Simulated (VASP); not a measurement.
# CoO in VASP: further runs, part 2 of 2

VASP 6.6.1. The steps go on from the part before.

### Step 3. Relaxation of shape and atoms at fixed volume, PBE+U, collinear spin, ferromagnetic start (9.57 Å³/atom)

This run uses another cell than the first one, of 9.57 Å³/atom.

INCAR

```
SYSTEM = CoO
PREC     = Accurate       ! precision mode
ENCUT    = 600            ! plane-wave cutoff, eV
EDIFF    = 1E-7           ! SCF threshold, eV
ISMEAR   = 0              ! smearing method
SIGMA    = 0.05           ! smearing width, eV
LREAL    = .False.        ! projectors in reciprocal space
LASPH    = .True.         ! aspherical terms in the spheres
NELM     = 200            ! most SCF steps
ALGO     = Normal         ! electronic algorithm
ISIF     = 4              ! what is computed and relaxed
LWAVE    = .False.        ! write WAVECAR
LCHARG   = .False.        ! write CHGCAR
ISPIN    = 2              ! spin polarisation
MAGMOM   = 1.48 2.68 0 0  ! initial moments
LORBIT   = 11             ! projections on sites
LMAXMIX  = 4              ! l up to which the mixer works
LDAU     = .True.         ! DFT+U
LDAUTYPE = 2            
LDAUL    = 2 -1           ! shell
LDAUU    = 3.3 0          ! U, eV
LDAUJ    = 0 0          
LDAUPRINT= 1            
GGA      = PE             ! functional
IBRION   = 2              ! ionic algorithm
NSW      = 60             ! ionic steps
EDIFFG   = -0.01          ! ionic threshold
GGA_COMPAT= .False.      
NELMIN   = 4
```

KPOINTS

```
Automatic mesh
0
Gamma
  8 8 4
  0 0 0
```

POSCAR

```
CoO
1.0
    2.9703819931      0.0000000000      0.0000000000
   -1.4851909966      2.5724262650      0.0000000000
    0.0000000000      0.0000000000      5.0120304901
Co O
2 2
Direct
    0.0000000000      0.0000000000      0.0000000000
    0.0000000000      0.0000000000      0.5000000000
    0.3333333333      0.6666666667      0.2458301764
    0.6666666667      0.3333333333      0.7541698236
```

Potentials or basis: VASP PAW PBE potentials, release 64 (Co, O).

Command:

```sh
cat potpaw_PBE.64/Co/POTCAR potpaw_PBE.64/O/POTCAR > POTCAR
mpirun -np 1 vasp_std > vasp.out
```

OUTCAR:

```text
SYSTEM = CoO
   PREC = Accurate
   ENCUT = 600
   EDIFF = 1E-7
   ISMEAR = 0
   LREAL = .False.
   LASPH = .True.
   NELM = 200
   ISIF = 4
   ISPIN = 2
   LORBIT = 11
   GGA = PE
   IBRION = 2
   NSW = 60
   EDIFFG = -0.01
   NELMIN = 4

 ion  position               nearest neighbor table
   1  0.000  0.000  0.000-   3 2.11   4 2.11   4 2.11   3 2.11   4 2.11   3 2.11   2 2.51   2 2.51

   2  0.000  0.000  0.500-   3 2.14   4 2.14   4 2.14   3 2.14   4 2.14   3 2.14   1 2.51   1 2.51

   3  0.333  0.667  0.246-   1 2.11   1 2.11   1 2.11   2 2.14   2 2.14   2 2.14
   4  0.667  0.333  0.754-   1 2.11   1 2.11   1 2.11   2 2.14   2 2.14   2 2.14

  LATTYP: Found a hexagonal cell.
 ALAT       =     2.9703819931
 C/A-ratio  =     1.6873353332

  Lattice vectors:

 A1 = (   2.9703819931,   0.0000000000,   0.0000000000)
 A2 = (  -1.4851909966,   2.5724262650,   0.0000000000)
 A3 = (   0.0000000000,   0.0000000000,   5.0120304901)

Analysis of symmetry for initial positions (statically):
=====================================================================
 Subroutine PRICEL returns:
 Original cell was already a primitive cell.

 Routine SETGRP: Setting up the symmetry group for a
 hexagonal supercell.

 Subroutine GETGRP returns: Found 12 space group operations
 (whereof 12 operations were pure point group operations)
 out of a pool of 24 trial point group operations.

The static configuration has the point symmetry D_3d.

Analysis of symmetry for dynamics (positions and initial velocities):
=====================================================================
 Subroutine PRICEL returns:
 Original cell was already a primitive cell.

 Routine SETGRP: Setting up the symmetry group for a
 hexagonal supercell.

 Subroutine GETGRP returns: Found 12 space group operations
 (whereof 12 operations were pure point group operations)
 out of a pool of 24 trial point group operations.

The dynamic configuration has the point symmetry D_3d.

Analysis of structural, dynamic, and magnetic symmetry:
=====================================================================
 Subroutine PRICEL returns:
 Original cell was already a primitive cell.

 Routine SETGRP: Setting up the symmetry group for a
 hexagonal supercell.

 Subroutine GETGRP returns: Found 12 space group operations
 (whereof 12 operations were pure point group operations)
 out of a pool of 24 trial point group operations.

The overall configuration has the point symmetry D_3d.

 Subroutine INISYM returns: Found 12 space group operations
 (whereof 12 operations are pure point group operations),
 and found     1 'primitive' translations

----------------------------------------------------------------------------------------

[... 304 lines left out ...]

  0.9793 -0.0000  0.0000 -0.0214  0.0000
 -0.0000  0.9998 -0.0000 -0.0000 -0.0214
  0.0000 -0.0000  0.9723 -0.0000  0.0000
 -0.0214 -0.0000 -0.0000  0.9998  0.0000
  0.0000 -0.0214  0.0000  0.0000  0.9793

spin component  2

  0.5337  0.0000  0.0000  0.4022  0.0000
  0.0000  0.5545  0.0000 -0.0000  0.4022
  0.0000  0.0000  0.0753  0.0000  0.0000
  0.4022 -0.0000  0.0000  0.5545 -0.0000
  0.0000  0.4022  0.0000 -0.0000  0.5337

 occupancies and eigenvectors

  o =  0.0753  v =  0.0000  0.0000  0.0000  0.0000  0.0000 -0.0000  0.0000  1.0000  0.0000 -0.0000      0.0000  0.0000  0.0000  0.0000  0.0000  0.0000  0.0000  0.0000  0.0000  0.0000
  o =  0.1418  v =  0.0000  0.0000  0.0000  0.0000  0.0000 -0.6272  0.3369 -0.0000  0.6112 -0.3457      0.0000  0.0000  0.0000  0.0000  0.0000  0.0000  0.0000  0.0000  0.0000  0.0000
  o =  0.1418  v =  0.0000  0.0000  0.0000  0.0000  0.0000 -0.3457 -0.6112  0.0000  0.3369  0.6272      0.0000  0.0000  0.0000  0.0000  0.0000  0.0000  0.0000  0.0000  0.0000  0.0000
  o =  0.9464  v =  0.0000  0.0000  0.0000  0.0000  0.0000 -0.6111 -0.3458 -0.0000 -0.6271 -0.3370      0.0000  0.0000  0.0000  0.0000  0.0000  0.0000  0.0000  0.0000  0.0000  0.0000
  o =  0.9464  v =  0.0000  0.0000  0.0000  0.0000  0.0000  0.3370 -0.6271 -0.0000  0.3458 -0.6111      0.0000  0.0000  0.0000  0.0000  0.0000  0.0000  0.0000  0.0000  0.0000  0.0000
  o =  0.9659  v = -0.7408 -0.2575  0.0000 -0.4669 -0.4086  0.0000  0.0000  0.0000  0.0000  0.0000      0.0000  0.0000  0.0000  0.0000  0.0000  0.0000  0.0000  0.0000  0.0000  0.0000
  o =  0.9659  v = -0.4086  0.4669 -0.0000 -0.2575  0.7408  0.0000  0.0000  0.0000  0.0000  0.0000      0.0000  0.0000  0.0000  0.0000  0.0000  0.0000  0.0000  0.0000  0.0000  0.0000
  o =  0.9723  v =  0.0000  0.0000  1.0000  0.0000  0.0000  0.0000  0.0000  0.0000  0.0000  0.0000      0.0000  0.0000  0.0000  0.0000  0.0000  0.0000  0.0000  0.0000  0.0000  0.0000
  o =  1.0133  v = -0.4669  0.4086 -0.0000  0.7408 -0.2575  0.0000  0.0000  0.0000  0.0000  0.0000      0.0000  0.0000  0.0000  0.0000  0.0000  0.0000  0.0000  0.0000  0.0000  0.0000
  o =  1.0133  v =  0.2575  0.7408 -0.0000 -0.4086 -0.4669  0.0000  0.0000  0.0000  0.0000  0.0000      0.0000  0.0000  0.0000  0.0000  0.0000  0.0000  0.0000  0.0000  0.0000  0.0000

atom =   2  type =  1  l = 2

 onsite density matrix

spin component  1

  0.9793  0.0000  0.0000  0.0213  0.0000
  0.0000  0.9997  0.0000 -0.0000  0.0213
  0.0000  0.0000  0.9723  0.0000  0.0000
  0.0213 -0.0000  0.0000  0.9997 -0.0000
  0.0000  0.0213  0.0000 -0.0000  0.9793

spin component  2

  0.5337 -0.0000  0.0000 -0.4023  0.0000
 -0.0000  0.5543 -0.0000 -0.0000 -0.4023
  0.0000 -0.0000  0.0754 -0.0000  0.0000
 -0.4023 -0.0000 -0.0000  0.5543  0.0000
  0.0000 -0.4023  0.0000  0.0000  0.5337

 occupancies and eigenvectors

  o =  0.0754  v =  0.0000  0.0000  0.0000  0.0000  0.0000 -0.0000 -0.0000  1.0000 -0.0000 -0.0000      0.0000  0.0000  0.0000  0.0000  0.0000  0.0000  0.0000  0.0000  0.0000  0.0000
  o =  0.1416  v =  0.0000  0.0000  0.0000  0.0000  0.0000  0.6270  0.3372  0.0000  0.6112  0.3459      0.0000  0.0000  0.0000  0.0000  0.0000  0.0000  0.0000  0.0000  0.0000  0.0000
  o =  0.1416  v =  0.0000  0.0000  0.0000  0.0000  0.0000  0.3459 -0.6112 -0.0000  0.3372 -0.6270      0.0000  0.0000  0.0000  0.0000  0.0000  0.0000  0.0000  0.0000  0.0000  0.0000
  o =  0.9464  v =  0.0000  0.0000  0.0000  0.0000  0.0000 -0.6112  0.3458 -0.0000  0.6271 -0.3371      0.0000  0.0000  0.0000  0.0000  0.0000  0.0000  0.0000  0.0000  0.0000  0.0000
  o =  0.9464  v =  0.0000  0.0000  0.0000  0.0000  0.0000  0.3371  0.6271 -0.0000 -0.3458 -0.6112      0.0000  0.0000  0.0000  0.0000  0.0000  0.0000  0.0000  0.0000  0.0000  0.0000
  o =  0.9658  v = -0.7408  0.2575  0.0000  0.4670 -0.4085  0.0000  0.0000  0.0000  0.0000  0.0000      0.0000  0.0000  0.0000  0.0000  0.0000  0.0000  0.0000  0.0000  0.0000  0.0000
  o =  0.9658  v = -0.4085 -0.4670 -0.0000  0.2575  0.7408  0.0000  0.0000  0.0000  0.0000  0.0000      0.0000  0.0000  0.0000  0.0000  0.0000  0.0000  0.0000  0.0000  0.0000  0.0000
  o =  0.9723  v =  0.0000 -0.0000  1.0000 -0.0000  0.0000  0.0000  0.0000  0.0000  0.0000  0.0000      0.0000  0.0000  0.0000  0.0000  0.0000  0.0000  0.0000  0.0000  0.0000  0.0000
  o =  1.0132  v = -0.4670 -0.4085 -0.0000 -0.7408 -0.2575  0.0000  0.0000  0.0000  0.0000  0.0000      0.0000  0.0000  0.0000  0.0000  0.0000  0.0000  0.0000  0.0000  0.0000  0.0000
  o =  1.0132  v =  0.2575 -0.7408 -0.0000  0.4085 -0.4670  0.0000  0.0000  0.0000  0.0000  0.0000      0.0000  0.0000  0.0000  0.0000  0.0000  0.0000  0.0000  0.0000  0.0000  0.0000

--------------------------------------- Ionic step        5  -------------------------------------------

 number of electron      29.9999990 magnetization       5.9920151

 Free energy of the ion-electron system (eV)
  ---------------------------------------------------
  ext. energy  EPLUGINS =         0.00000000
  ---------------------------------------------------
  free energy    TOTEN  =       -23.78674048 eV

  energy without entropy =      -23.78652244  energy(sigma->0) =      -23.78663146

 E-fermi :   7.4077     XC(G=0): -12.3869

 val. band max:        7.3823955768   @ k =   0.5000   0.0000   0.0000
 cond. band min:       7.4965670416   @ k =   0.1250   0.0000   0.0000
 fundamental gap:      0.1141714648
 Fermi energy:         7.4076635010

 spin component 1

 k-point     1 :       0.0000    0.0000    0.0000
  band No.  band energies     occupation
      1     -12.0340      1.00000
      2     -10.9334      1.00000
      3      -0.5947      1.00000
      4       1.1827      1.00000
      5       1.1827      1.00000
      6       1.4316      1.00000
[... 1178 lines left out ...]
  FREE ENERGIE OF THE ION-ELECTRON SYSTEM (eV)
  ---------------------------------------------------
  free  energy   TOTEN  =       -23.7867404789 eV

  energy  without entropy=      -23.7865224415  energy(sigma->0) =      -23.78663146

 reached required accuracy - stopping structural energy minimisation

 total charge

# of ion       s       p       d       tot
------------------------------------------
    1        0.314   0.394   7.157   7.865
    2        0.314   0.393   7.156   7.863
    3        1.548   3.455   0.000   5.003
    4        1.548   3.455   0.000   5.003
--------------------------------------------------
tot          3.725   7.696  14.313  25.734

 magnetization (x)

# of ion       s       p       d       tot
------------------------------------------
    1        0.017   0.014   2.677   2.708
    2        0.017   0.014   2.677   2.708
    3        0.025   0.219   0.000   0.244
    4        0.025   0.219   0.000   0.244
--------------------------------------------------
tot          0.084   0.466   5.354   5.904
```

Wall time 3.2 min (1 thread of Oxide Virtual Turin-like, shared host); peak memory 0.18 GiB.

What came out:

```yaml
Free_energy: -23.7867 eV
Energy_gained_by_relaxing: 18.2 meV/atom
Ionic_steps: 5
Pressure_after_relaxing: 6.6 GPa
Largest_force_after_relaxing: 0.010 eV/Å
Band_gap_on_the_k_mesh: zero (filled and empty bands overlap)
Net_moment: 5.99 μB per cell
Site_moments: Co +2.71; O +0.24 μB
Valence_electrons_inside_the_program's_atomic_spheres: Co 7.87, 7.86; O 5.00
```

Forces on the atoms (eV/Å):
```
Co   0.000  0.000  0.000
Co   0.000  0.000  0.000
O    0.000  0.000  0.010
O    0.000  0.000 -0.010
```

Step by step:
| step | energy change (eV) | largest force (eV/Å) | pressure (GPa) | volume (Å³) |
| --- | --- | --- | --- | --- |
| 1 | 0.0000 | 0.3341 | 8.45 | 38.30 |
| 2 | -0.0705 | 0.0787 | 6.87 | 38.30 |
| 3 | -0.0726 | 0.0252 | 6.57 | 38.30 |
| 4 | -0.0726 | 0.0313 | 6.59 | 38.30 |
| 5 | -0.0726 | 0.0099 | 6.59 | 38.30 |

Final structure:
```cif
data_structure
_symmetry_space_group_name_H-M 'P 1'
_symmetry_Int_Tables_number 1
_cell_length_a 2.9191
_cell_length_b 2.9191
_cell_length_c 5.1895
_cell_angle_alpha 90.000
_cell_angle_beta 90.000
_cell_angle_gamma 120.000
_cell_volume 38.30
loop_
_atom_site_label
_atom_site_type_symbol
_atom_site_fract_x
_atom_site_fract_y
_atom_site_fract_z
_atom_site_occupancy
Co1 Co 0.00000 0.00000 0.00000 1
Co2 Co 0.00000 0.00000 0.50000 1
O1 O 0.33333 0.66667 0.24988 1
O2 O 0.66667 0.33333 0.75013 1
```

Levels at points of the mesh, in eV from the Fermi level:
Spin up:
```csv
k point,band 15,band 16,band 17,band 18,band 19,band 20,band 21
"(0.00, 0.00, 0.00)",-2.05,-2.05,-0.04,-0.04,1.64,6.20,9.17
"(0.50, 0.00, 0.00)",-2.72,-2.27,-0.41,-0.03,6.44,8.46,8.61
"(0.00, 0.00, 0.50)",-0.84,-0.84,-0.83,-0.83,4.34,4.35,11.29
"(0.50, 0.00, 0.50)",-1.36,-1.35,-1.20,-1.20,6.32,6.32,10.31
```
Spin down:
```
           k point  band 10  band 11  band 12  band 13  band 14  band 15
(0.00, 0.00, 0.00)    -1.61    -1.53    -1.53    -0.08     1.98     1.98
(0.50, 0.00, 0.00)    -1.91    -1.14    -0.46     1.46     2.54     2.55
(0.00, 0.00, 0.50)    -1.77    -1.76    -1.76     1.38     1.39     3.10
(0.50, 0.00, 0.50)    -1.79    -0.66    -0.66     2.07     2.07     3.18
```

Eigenvalues of the final occupation matrices:
| site | spin | trace | eigenvalues |
| --- | --- | --- | --- |
| site 1 d | 1 | 4.93 | 0.97 0.97 0.97 1.01 1.01 |
| site 1 d | 2 | 2.25 | 0.08 0.14 0.14 0.95 0.95 |
| site 2 d | 1 | 4.93 | 0.97 0.97 0.97 1.01 1.01 |
| site 2 d | 2 | 2.25 | 0.08 0.14 0.14 0.95 0.95 |

The state reached can hang on the start; a lower one may exist.

The gap in the log of VASP goes by the Fermi energy; the results here count the filled bands.